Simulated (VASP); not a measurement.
The system is Pd.

```
Pd
1.0
     0.00000    1.94650    1.94650
     1.94650    0.00000    1.94650
     1.94650    1.94650    0.00000
Pd
1
Cartesian
  0.0000 0.0000 0.0000
```

Base run:

| Property | Result |
| --- | --- |
| Program | VASP 6.6.1 |
| Functional | b88 exchange, pbe correlation |
| Potentials or basis | VASP PAW PBE potentials, release 64 (Pd) |
| Cutoff | 500 eV |
| k mesh | 12 × 12 × 12 |
| Occupations | fermi-dirac, width 0.05 eV |
| Spin | no spin polarisation |

Its results: band gap on the k mesh zero (bands 5 and 6 overlap by 1.58 eV); pressure 6.3 GPa.

**Question.** The run is repeated on the same cell with these changes: functional from b88 exchange, pbe correlation to HF; cutoff from 500 eV to 520 eV; k mesh from 12 × 12 × 12 to 6 × 6 × 6. What comes out?

**Answer.** Band gap on the k mesh zero (bands 5 and 6 overlap by 7.56 eV); pressure 12.8 GPa.

Several settings changed at once.

Caveats: some runs use coarse meshes; the PAW data sets were made with another functional, which shifts forces and pressure a little; the cell stands under pressure (at least some runs).
